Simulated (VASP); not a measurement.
Crystal: FeO.

```
Fe O
1.0
    -1.62319    1.62319    2.11081
     1.62319   -1.62319    2.11081
     1.62319    1.62319   -2.11081
Fe O
1 1
Direct
  0.00000 0.00000 0.00000
  0.50000 0.50000 0.00000
```

This cell differs from its parent crystal: volume scaled by 1.04.

Base run:

- Program: VASP 6.6.1
- Functional: PBE
- Potentials or basis: VASP PAW PBE potentials, release 64 (Fe, O)
- Cutoff: 520 eV
- k mesh: 12 × 12 × 12
- Occupations: fermi-dirac, width 0.05 eV
- Spin: collinear spin, ferromagnetic start
- Starting moments: [3.0, 0.0] μB

Its results: band gap on the k mesh zero (filled and empty bands overlap); pressure -13.8 GPa; net moment 4.00 μB per cell; site moments Fe +3.62; O +0.29 μB.

Problem. The run is repeated on the same cell with these changes: functional from PBE to LDA; potentials or basis from VASP PAW PBE potentials, release 64 (Fe, O) to VASP PAW LDA potentials, release 64 (Fe, O). What comes out?

Solution. Band gap on the k mesh zero (filled and empty bands overlap); pressure -26.4 GPa; net moment 4.00 μB per cell; site moments Fe +3.58; O +0.31 μB.

Caveats: a cell with one magnetic atom can't hold antiferromagnetic order, which such compounds often take; semilocal functionals often make such compounds metallic where correlation or magnetic order opens a gap, which also shifts bond lengths.
